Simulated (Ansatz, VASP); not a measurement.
Two plane-wave programs on P

```
CELL_PARAMETERS angstrom
4.62750 0.00000 0.00000
0.00000 3.22603 0.00000
0.00000 0.00000 27.81958
ATOMIC_POSITIONS crystal
P 0.09022 0.00000 0.37904
P 0.40978 0.50000 0.37904
P 0.59022 0.50000 0.30393
P 0.90978 0.00000 0.30393
```

Change from the starting cell: uniaxial_y strain -2.0%.

Alike in both runs: task single point; functional r2SCAN; k mesh 6 × 8 × 1; no spin polarisation.

```csv
,VASP,Ansatz
version,VASP 6.6.1,Ansatz 0.2.0
potentials or method,"VASP PAW PBE potentials, release 64 (P)","plane waves, PAW"
plane-wave cutoff (eV),520,500
occupations,"gaussian, width 0.01 eV",fixed
valence electrons in the cell,20,20
```

VASP gave:

```
gap on the k mesh at the Fermi level (eV) : 1.00
rms of the force components (eV/Å)        : 0.062
```

Q: What did Ansatz give for the same quantities?

A: gap on the k mesh at the Fermi level (eV): 0.98; rms of the force components (eV/Å): 0.001.

VASP's potentials were made for PBE, not for r2SCAN. Atom by atom the forces differ by 0.062 eV/Å (rms over components).
